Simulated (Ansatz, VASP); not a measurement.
## CdS: VASP beside Ansatz

```xyz
2
Lattice="0.0000 2.6758 2.6758 2.6758 0.0000 2.6758 2.6758 2.6758 0.0000" Properties=species:S:1:pos:R:3 pbc="T T T"
Cd    0.0000    0.0000    0.0000
S     2.6758    2.6758    2.6758
```

Change from the starting cell: hydrostatic strain -1.9%.

Alike in both runs: task single point; functional r2SCAN; k mesh 8 × 8 × 8; no spin polarisation.

```csv
,VASP,Ansatz
version,VASP 6.6.1,Ansatz 0.2.0
potentials or method,"VASP PAW PBE potentials, release 64 (Cd, S)","plane waves, PAW"
plane-wave cutoff (eV),520,500
occupations,"gaussian, width 0.01 eV",fixed
valence electrons in the cell,18,26
```

Ansatz gave:

```
gap on the k mesh at the Fermi level (eV) : 0.74
pressure (GPa)                            : 5.3
```

Task: Which values does VASP return?

Result: gap on the k mesh at the Fermi level (eV): 0.72; pressure (GPa): 5.9.

VASP's potentials were made for PBE, not for r2SCAN. VASP's potentials hold 18 valence electrons a cell and Ansatz's 26, so a difference there can come from the potentials and not from the codes.
